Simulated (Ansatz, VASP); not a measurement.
# One calculation of GdN, two programs

INCAR

```
SYSTEM = GdN
PREC     = Accurate       ! precision mode
ENCUT    = 520            ! plane-wave cutoff, eV
EDIFF    = 1E-6           ! SCF threshold, eV
ISMEAR   = -1             ! smearing method
SIGMA    = 0.05           ! smearing width, eV
LREAL    = .False.        ! projectors in reciprocal space
LASPH    = .True.         ! aspherical terms in the spheres
NELM     = 150            ! most SCF steps
ALGO     = Normal         ! electronic algorithm
ISIF     = 2              ! what is computed and relaxed
LWAVE    = .False.        ! write WAVECAR
LCHARG   = .False.        ! write CHGCAR
ISPIN    = 2              ! spin polarisation
MAGMOM   = 7 0            ! initial moments
LORBIT   = 11             ! projections on sites
LMAXMIX  = 6              ! l up to which the mixer works
LDAU     = .True.         ! DFT+U
LDAUTYPE = 2            
LDAUL    = 3 -1           ! shell
LDAUU    = 6 0            ! U, eV
LDAUJ    = 0 0          
LDAUPRINT= 1            
GGA      = PE             ! functional
NBANDS   = 22             ! bands
```

Contents of KPOINTS:

```
Automatic mesh
0
Gamma
  8 8 8
  0 0 0
```

Contents of POSCAR:

```
GdN
1.0
    0.0000000000      2.4994985661      2.4994985661
    2.4994985661      0.0000000000      2.4994985661
    2.4994985661      2.4994985661      0.0000000000
Gd N
1 1
Direct
    0.5000000000      0.5000000000      0.5000000000
    0.0000000000      0.0000000000      0.0000000000
```

Input for Ansatz:

```yaml
crystal:
  lattice:
    - [0.0, 2.4994985661, 2.4994985661]
    - [2.4994985661, 0.0, 2.4994985661]
    - [2.4994985661, 2.4994985661, 0.0]
  atoms:
    - { symbol: Gd, position: [0.5, 0.5, 0.5], spin: 7.0 }
    - { symbol: "N", position: [0.0, 0.0, 0.0] }
basis:
  ecutwfc: 420
  ecutrho_ratio: 4
kpoints:
  mp_grid: { grid: [8, 8, 8] }
hamiltonian:
  xc: pbe
  hubbard: { sites: [{ species: Gd, l: f, u_eff: 6.0 }] }
scf:
  occupations: { method: fermi_dirac, width: 0.05 }
output:
  forces: true
  stress: true
magnetization:
  spin_polarized: true
```

Alike in both runs: task single point; functional PBE; k mesh 8 × 8 × 8; occupations fermi-dirac, width 0.05 eV; collinear spin; Hubbard terms Gd f U = 6.0 eV.

```csv
,VASP,Ansatz
version,VASP 6.6.1,Ansatz 0.2.0
potentials or method,"VASP PAW PBE potentials, release 64 (Gd, N), cutoff 520 eV","scalar-relativistic, plane waves, PAW"
valence electrons in the cell,23,23
```

Ansatz gave:

| Property | Result |
| --- | --- |
| pressure (GPa) | 0.3 |
| net moment per atom (μB) | 3.50 |
| size of the moment on the site where the two differ most (μB) | 6.94 |

**Question.** Which values does VASP return?

**Answer.** Pressure (GPa): 0.7; net moment per atom (μB): 3.50; size of the moment on the site where the two differ most (μB): 6.87.

Site moments also hang on the region over which each program counts them. The programs project onto different local orbitals, so the same U acts differently, and such runs can settle in different states. Ansatz's warnings: filled band counts differ across k points.

Neither program's run includes spin-orbit coupling.
